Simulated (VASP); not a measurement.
A run of VASP 6.6.1 is set up as follows.

The input INCAR:

```
SYSTEM = LiRe3
PREC     = Accurate       ! precision mode
ENCUT    = 600            ! plane-wave cutoff, eV
EDIFF    = 1E-6           ! SCF threshold, eV
ISMEAR   = -1             ! smearing method
SIGMA    = 0.1            ! smearing width, eV
LREAL    = .False.        ! projectors in reciprocal space
LASPH    = .True.         ! aspherical terms in the spheres
NELM     = 60             ! most SCF steps
ALGO     = Normal         ! electronic algorithm
ISIF     = 3              ! what is computed and relaxed
LWAVE    = .False.        ! write WAVECAR
LCHARG   = .False.        ! write CHGCAR
GGA      = PE             ! functional
IBRION   = 2              ! ionic algorithm
NSW      = 80             ! ionic steps
EDIFFG   = -0.01          ! ionic threshold
PSTRESS  = 50.0
```

KPOINTS

```
Automatic mesh
0
Gamma
  6 6 6
  0 0 0
```

POSCAR

```
LiRe3
1.0
    0.0000000000      3.0528810000      3.0528810000
    3.0528810000      0.0000000000      3.0528810000
    3.0528810000      3.0528810000      0.0000000000
Li Re
1 3
Direct
    0.0000000000      0.0000000000      0.0000000000
    0.7500000000      0.7500000000      0.7500000000
    0.2500000000      0.2500000000      0.2500000000
    0.5000000000      0.5000000000      0.5000000000
```

Potentials or basis: VASP PAW PBE potentials, release 64 (Li_sv, Re).

The run is started by

```console
$ cat potpaw_PBE.64/Li_sv/POTCAR potpaw_PBE.64/Re/POTCAR > POTCAR
$ mpirun -np 1 vasp_std > vasp.out
```

Problem. Predict the relaxed volume.

Solution. 13.79 Å³/atom.

Problem. Estimate the band gap on the k mesh.

Solution. Zero (band 12 reaches 8.76 eV, above the bottom of band 13 at 6.05 eV).

Step by step:
| step | energy change (eV) | largest force (eV/Å) | pressure (GPa) | volume (Å³) |
| --- | --- | --- | --- | --- |
| 1 | 0.0000 | 0.0000 | -3.55 | 56.91 |
| 2 | 0.4855 | 0.0000 | 32.90 | 50.88 |
| 3 | 0.0048 | 0.0000 | 4.72 | 55.20 |
| 4 | 0.0063 | 0.0000 | 4.97 | 55.15 |

Caveat: the cutoff is under 1.25 times the usual one of these potentials, so pressure, stress and relaxed cells hold a basis-set (Pulay) error; the cell is relaxed towards a set pressure, so the enthalpy falls and the energy may rise; spin-orbit coupling is left out, which moves the levels of the heavy elements.
